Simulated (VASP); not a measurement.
Input of a VASP 6.6.1 run:

File INCAR:

```
SYSTEM = Al3Si2N3
PREC = Accurate
ENCUT = 600
EDIFF = 1E-6
ISMEAR = 0
SIGMA = 0.2
LREAL = .False.
LASPH = .True.
NELM = 80
ALGO = Normal
ISIF = 3
LWAVE = .False.
LCHARG = .False.
GGA = PE
IBRION = 2
NSW = 80
EDIFFG = -0.025
```

The input KPOINTS:

```
regular mesh
0
Gamma
  6 6 2
  0 0 0
```

File POSCAR:

```
Al3Si2N3
1.0
    3.2421279300      0.0452761314     -0.0099328253
   -1.5818536850      2.7901459782      0.0309227615
   -0.0341310996      0.1029889075     11.2498054870
Al Si N
3 2 3
Direct
    0.3206736774      0.6297202907      0.5163920935
    0.3433960942      0.6685812016      0.9618687366
    0.6379857171      0.3416863329      0.7374325591
    0.3422134429      0.6592511634      0.1927373077
    0.6565676992      0.3240549089      0.2950408980
    0.6912650627      0.3598596246      0.4602449086
    0.6796144200      0.3443563813      0.9014901977
    0.3282838864      0.6724900967      0.6847932988
```

Potentials or basis: VASP PAW PBE potentials, release 64 (Al, Si, N).

Run with:

```sh
$ cat potpaw_PBE.64/Al/POTCAR potpaw_PBE.64/Si/POTCAR potpaw_PBE.64/N/POTCAR > POTCAR
$ mpirun -np 1 vasp_std > vasp.out
```

(1) Estimate the relaxed volume.

(2) Estimate the space group after relaxing (to 0.05 Å).

Results:

(1) 12.56 Å³/atom.

(2) Cm (No. 8).

Caveat: the k points lie up to 0.38 Å⁻¹ apart in the final cell.
